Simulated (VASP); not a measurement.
Write the native input for VASP 6.6.1 that does the following.

* Task: single point
* Functional: PBE
* Potentials or basis: VASP PAW PBE potentials, release 64 (Ho_3, Au, F), 4f in core
* Cutoff: 600 eV
* k mesh: 6 × 4 × 4
* Occupations: gaussian, width 0.1 eV
* Spin: no spin polarisation
* Dipole correction: no
* Further INCAR settings: ALGO = Normal; EDIFF = 1e-06; NBANDS = 33

The structure of HoAuF4 lies in POSCAR:

```
HoAuF4
1.0
    3.6347314979      0.0000000000      0.0000000000
    0.0600744811      4.2550425131      0.0000000000
    0.0972116751      2.0206577293      6.3709715407
Ho Au F
1 1 4
Direct
    0.0000000000      0.0000000000      0.5000000000
    0.0000000000      0.5000000000      0.0000000000
    0.5029469776      0.1006991365      0.3053905953
    0.4970530224      0.8993008635      0.6946094047
    0.0000000000      0.5000000000      0.5000000000
    0.0000000000      0.0000000000      0.0000000000
```

The cell was generated, and may not be a known phase.

The input as run:

INCAR

```
SYSTEM = HoAuF4
  ALGO = Normal
  EDIFF = 1E-6
  ENCUT = 600
  GGA = PE
  GGA_COMPAT = .FALSE.
  ISIF = 2
  ISMEAR = 0
  LASPH = .TRUE.
  LCHARG = .FALSE.
  LMAXMIX = 6
  LREAL = .FALSE.
  LWAVE = .FALSE.
  NBANDS = 33
  NELM = 200
  PREC = Accurate
  SIGMA = 0.1
```

KPOINTS

```
k-points
0
G
  6 4 4
  0 0 0
```

Potentials or basis: VASP PAW PBE potentials, release 64 (Ho_3, Au, F), 4f in core.

Launch:

```sh
$ cat potpaw_PBE.64/Ho_3/POTCAR potpaw_PBE.64/Au/POTCAR potpaw_PBE.64/F/POTCAR > POTCAR
$ mpirun -np 1 vasp_std > vasp.out
```

Results of the run:

- Pressure: 2.6 GPa
- Largest force: 0.185 eV/Å
- Band gap on the k mesh: 0.47 eV (least direct gap 1.81 eV)

Caveat: spin-orbit coupling is left out, which moves the levels of the heavy elements; the 4f electrons are frozen in the core, so they carry no moment and show no levels.

It took 2.1 min on 1 thread of Intel(R) Xeon(R) 6975P-C (Granite Rapids) (shared host), peak memory 0.37 GiB.
